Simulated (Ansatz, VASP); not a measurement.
**Two plane-wave programs on Ag**

The input INCAR:

```
SYSTEM = Ag
  PREC = Accurate
  ENCUT = 520
  EDIFF = 1E-7
  ISMEAR = -1
  SIGMA = 0.1
  LREAL = .FALSE.
  LASPH = .TRUE.
  NELM = 60
  ALGO = Normal
  ISIF = 2
  LWAVE = .FALSE.
  LCHARG = .FALSE.
  GGA = CA
  NBANDS = 12
```

Contents of KPOINTS:

```
Automatic mesh
0
G
  22 22 22
  0 0 0
```

File POSCAR:

```
Ag
1.0
    0.0000000000      1.9726322243      1.9726322243
    1.9726322243      0.0000000000      1.9726322243
    1.9726322243      1.9726322243      0.0000000000
Ag
1
Direct
    0.0000000000      0.0000000000      0.0000000000
```

Input for Ansatz:

```yaml
crystal:
  lattice:
    - [0.0, 1.9726322243, 1.9726322243]
    - [1.9726322243, 0.0, 1.9726322243]
    - [1.9726322243, 1.9726322243, 0.0]
  atoms:
    - { symbol: Ag, position: [0.0, 0.0, 0.0] }
hamiltonian:
  xc: lda
  pseudopotentials:
    kind: paw
    azcp:
      Ag: "pseudopotentials/Ag.paw.azcp"
basis:
  ecutwfc: 420
  fft_grid_basis: typed
kpoints:
  mp_grid: { grid: [22, 22, 22], shift: [0, 0, 0] }
magnetization:
  spin_polarized: false
scf:
  occupations: { method: fermi_dirac, width: 0.1 }
output:
  stress: true
```

Alike in both runs: task single point; functional LDA; k mesh 22 × 22 × 22; occupations fermi-dirac, width 0.1 eV; no spin polarisation.

```csv
,VASP,Ansatz
version,VASP 6.6.1,Ansatz 0.2.0
potentials or method,"VASP PAW LDA potentials, release 64 (Ag), cutoff 520 eV","plane waves (420 eV) with PAW, scalar-relativistic"
valence electrons in the cell,11,19
```

Ansatz gave:

* pressure (GPa): 6.6

Problem. What did VASP give for the same quantities?

Solution. Pressure (GPa): 6.7.

Ansatz warns that its potentials were made for another functional, while VASP's fit it. LDA's correlation is that of Perdew and Zunger in VASP and of Perdew and Wang (1992) in Ansatz. VASP's potentials hold 11 valence electrons a cell and Ansatz's 19, so a difference there can come from the potentials and not from the codes.
